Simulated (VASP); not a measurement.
Runs of VASP 6.6.1 on Ta3N. The structure is that of space group P-3m1 (No. 164), or close to it. The cells are those of the table. 

```tsv
cell	gap on the mesh (eV)	pressure (GPa)	largest force (eV/Å)
a = 2.760, b = 2.760, c = 8.046 Å, angles 90.0, 90.0, 120.0°, 4 atoms	none	31.4	1.60
a = 3.001, b = 3.001, c = 6.854 Å, angles 90.0, 90.0, 120.0°, 4 atoms	none	(b)	0.21
a = 3.121, b = 3.121, c = 7.152 Å, angles 90.0, 90.0, 120.0°, 4 atoms	none	-8.5	0.64
a = 3.121, b = 3.121, c = 6.854 Å, angles 90.0, 90.0, 120.0°, 4 atoms	none	2.5	0.60
a = 2.880, b = 2.880, c = 7.152 Å, angles 90.0, 90.0, 120.0°, 4 atoms	none	(a)	1.25
a = 3.001, b = 3.001, c = 7.748 Å, angles 90.0, 90.0, 120.0°, 4 atoms	none	-9.2	0.04
a = 2.760, b = 2.760, c = 7.748 Å, angles 90.0, 90.0, 120.0°, 4 atoms	none	45.6	2.22
```

Alike in all rows: task single point; level PBEsol; potentials or basis VASP PAW PBE potentials, release 64 (Ta_pv, N); no spin polarisation; k mesh 18 × 18 × 8; cutoff (eV) 520; smearing gaussian 0.15 eV.

**Question.** Estimate the missing entries.

**Answer.** (a) 42.7; (b) 27.4.

Caveats: the PAW data sets were made with another functional, which shifts forces and pressure a little; spin-orbit coupling is left out, which moves the levels of the heavy elements; the stress differs along the axes, from 5 to 44 GPa (at least some runs); the stress differs along the axes, from 23 to 36 GPa (at least some runs); the stress differs along the axes, from -12 to -2 GPa (at least some runs); the stress differs along the axes, from -3 to 14 GPa (at least some runs); the cell stands under pressure (at least some runs).

A k mesh can miss the band edges, and the runs leave out spin-orbit coupling on Ta.

A gap of «none» marks levels without a gap at the run's occupations.
